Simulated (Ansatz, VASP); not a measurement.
## NbInS4 in VASP and in Ansatz

```
Nb In S
1.0
     4.88785    0.00000    0.00000
    -2.44393    4.23301    0.00000
     0.00000    0.00000    6.58774
Nb In S
1 1 4
Direct
  0.66667 0.33333 0.00000
  0.00000 0.00000 0.00000
  0.33333 0.66667 0.00000
  0.65196 0.82598 0.50000
  0.17402 0.82598 0.50000
  0.17402 0.34804 0.50000
```

Change from the starting cell: species swapped into the PrCu4Pd type (P-6m2, No. 187).

Alike in both runs: functional PBE; k mesh 6 × 6 × 4; occupations gaussian, width 0.1 eV; collinear spin.

Ansatz relaxed the structure, and its values are those at the end. VASP's run is a single point on that final structure, the one shown.

|  | VASP | Ansatz |
| --- | --- | --- |
| version | VASP 6.6.1 | Ansatz 0.2.0 |
| potentials or method | VASP PAW PBE potentials, release 64 (Nb_sv, In_d, S), cutoff 520 eV | scalar-relativistic, plane waves, PAW |
| valence electrons in the cell | 50 | 50 |

Ansatz gave:

| Property | Result |
| --- | --- |
| gap on the k mesh at the Fermi level (eV) | none |
| pressure (GPa) | -0.1 |
| rms of the force components (eV/Å) | 0.003 |
| net moment per atom (μB) | 0.50 |
| size of the moment on the site where the two differ most (μB) | 2.00 |

Task: Which values does VASP return?

Result: gap on the k mesh at the Fermi level (eV): none; pressure (GPa): -0.3; rms of the force components (eV/Å): 0.023; net moment per atom (μB): 0.50; size of the moment on the site where the two differ most (μB): 2.05.

Site moments also hang on the region over which each program counts them. A gap of «none» marks a metal or a gap that the smearing closes.
